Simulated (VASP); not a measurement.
A run of VASP 6.6.1 is set up as follows.

The input POSCAR:

```
MgO
1.0
    0.0000000000      2.1055000000      2.1055000000
    2.1055000000      0.0000000000      2.1055000000
    2.1055000000      2.1055000000      0.0000000000
Mg O
1 1
Direct
    0.0000000000      0.0000000000      0.0000000000
    0.5000000000      0.5000000000      0.5000000000
```

INCAR.step1

```
SYSTEM = MgO
  PREC = Accurate
  ENCUT = 500
  EDIFF = 1E-8
  ISMEAR = 0
  SIGMA = 0.01
  LREAL = .FALSE.
  LASPH = .TRUE.
  NELM = 60
  ALGO = Normal
  LWAVE = .TRUE.
  LCHARG = .FALSE.
  GGA = PE
```

The input INCAR.step2:

```
SYSTEM = MgO
  PREC = Accurate
  ENCUT = 500
  EDIFF = 1E-8
  ISMEAR = 0
  SIGMA = 0.01
  LREAL = .FALSE.
  LASPH = .TRUE.
  NELM = 1
  ALGO = Exact
  LWAVE = .TRUE.
  LCHARG = .FALSE.
  GGA = PE
  NBANDS = 184
  LOPTICS = .TRUE.
  ISTART = 1
```

The input INCAR.step3:

```
SYSTEM = MgO
  PREC = Accurate
  ENCUT = 500
  EDIFF = 1E-8
  ISMEAR = 0
  SIGMA = 0.01
  LREAL = .FALSE.
  LASPH = .TRUE.
  ALGO = EVGW0
  LWAVE = .FALSE.
  LCHARG = .FALSE.
  GGA = PE
  NELMGW = 1
  NBANDS = 184
  ENCUTGW = 180.0
  NOMEGA = 48
  PRECFOCK = Fast
  ISTART = 1
  NBANDSGW = 12
```

File KPOINTS:

```
regular mesh
0
G
  2 2 2
  0 0 0
```

Potentials or basis: VASP PAW PBE potentials, release 64 (Mg_GW, O_GW).

Launch:

```sh
$ cat potpaw_PBE.64/Mg_GW/POTCAR potpaw_PBE.64/O_GW/POTCAR > POTCAR
$ cp INCAR.step1 INCAR
$ mpirun -np 1 vasp_std > vasp.out
$ cp INCAR.step2 INCAR
$ mpirun -np 1 vasp_std > vasp.out
$ cp INCAR.step3 INCAR
$ mpirun -np 1 vasp_std > vasp.out
```

(1) Predict the quasiparticle gap.

(2) Predict the least direct quasiparticle gap.

(3) What does it give for the band gap on the k mesh, mean-field level?

Answers

(1) 6.58 eV.

(2) 6.58 eV.

(3) 4.48 eV, direct.

Caveat: the k points lie up to 1.29 Å⁻¹ apart; bands, screening cutoff and mesh are small and nothing is extrapolated, so the quasiparticle values aren't converged.
